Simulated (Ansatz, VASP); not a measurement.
**Two plane-wave programs on Si**

```
Si
1.0
    -3.85108    0.00000    0.00000
    -1.92554   -3.33514    0.00000
    -1.28369   -1.11171   12.72936
Si
8
Direct
  0.18226 0.03118 0.90647
  0.26559 0.19784 0.40647
  0.64059 0.61451 0.15647
  0.55726 0.44784 0.65647
  0.31774 0.30216 0.09353
  0.23441 0.13549 0.59353
  0.60941 0.55216 0.34353
  0.52608 0.38549 0.84353
```

Alike in both runs: task single point; functional PBE; k mesh 10 × 10 × 3; occupations gaussian, width 0.05 eV; no spin polarisation.

|  | VASP | Ansatz |
| --- | --- | --- |
| version | VASP 6.6.1 | Ansatz 0.2.0 |
| potentials or method | VASP PAW PBE potentials, release 64 (Si), cutoff 520 eV | scalar-relativistic, plane waves, PAW |
| valence electrons in the cell | 32 | 32 |

Ansatz gave:

```
gap on the k mesh at the Fermi level (eV)                     : none
pressure (GPa)                                                : -0.8
traceless stress, the component that is largest in VASP (GPa) : 2.30
rms of the force components (eV/Å)                            : 0.304
```

Q: Estimate VASP's values.

A: gap on the k mesh at the Fermi level (eV): none; pressure (GPa): -0.9; traceless stress, the component that is largest in VASP (GPa): 2.31; rms of the force components (eV/Å): 0.303.

Atom by atom the forces differ by 0.002 eV/Å (rms over components). A gap of «none» marks a metal or a gap that the smearing closes. With one functional, cell and mesh, what is left measures potentials, basis and numerics.
